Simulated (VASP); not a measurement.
Set up this calculation in VASP 6.6.1, as the native input.

```
Task                   : single point
Functional             : r2SCAN
Potentials or basis    : VASP PAW PBE potentials, release 64 (Cd, O)
Cutoff                 : 660 eV
k mesh                 : 7 × 7 × 7
Occupations            : tetrahedron
Spin                   : no spin polarisation
Dipole correction      : no
Further INCAR settings : ALGO = Normal; EDIFF = 1e-06; NBANDS = 16
```

The system is CdO.

```
Cd O
1.0
     0.00000    2.34361    2.34361
     2.34361    0.00000    2.34361
     2.34361    2.34361    0.00000
Cd O
1 1
Cartesian
  0.0000 0.0000 0.0000
  2.3436 2.3436 2.3436
```

These files were run (other wordings do the same):

POSCAR

```
CdO
1.0
    0.0000000000      2.3436118100      2.3436118100
    2.3436118100      0.0000000000      2.3436118100
    2.3436118100      2.3436118100      0.0000000000
Cd O
1 1
Direct
    0.0000000000      0.0000000000      0.0000000000
    0.5000000000      0.5000000000      0.5000000000
```

INCAR.step1

```
SYSTEM = CdO
  PREC = Accurate
  ENCUT = 660
  ISMEAR = -4
  SIGMA = 0.1
  LREAL = .False.
  LASPH = .True.
  NELM = 120
  NBANDS = 16
  GGA = PE
  ALGO = Normal
  EDIFF = 1E-5
  LWAVE = .True.
  LCHARG = .False.
  GGA_COMPAT = .False.
```

INCAR.step2

```
SYSTEM = CdO
  PREC = Accurate
  ENCUT = 660
  EDIFF = 1E-6
  ISMEAR = -4
  SIGMA = 0.1
  LREAL = .False.
  LASPH = .True.
  NELM = 120
  ALGO = Normal
  ISIF = 2
  LWAVE = .False.
  LCHARG = .False.
  METAGGA = R2SCAN
  LMIXTAU = .True.
  NBANDS = 16
  ISTART = 1
  GGA_COMPAT = .False.
```

KPOINTS

```
regular mesh
0
Gamma
  7 7 7
  0 0 0
```

Potentials or basis: VASP PAW PBE potentials, release 64 (Cd, O).

Launch:

```bash
$ cat potpaw_PBE.64/Cd/POTCAR potpaw_PBE.64/O/POTCAR > POTCAR
$ cp INCAR.step1 INCAR
$ mpirun -np 1 vasp_std > vasp.out
$ cp INCAR.step2 INCAR
$ mpirun -np 1 vasp_std > vasp.out
```

Results of the run:

* Pressure: 3.4 GPa
* Band gap on the k mesh: 0.15 eV (least direct gap 1.47 eV)

Caveat: the cell stands under pressure; the PAW data sets were made with another functional, which shifts forces and pressure a little; an odd mesh through Γ misses points on the zone boundary, where band edges can lie.

Run time: 56 s on 1 thread of Intel Xeon 8259CL (shared host), peak memory 0.17 GiB.
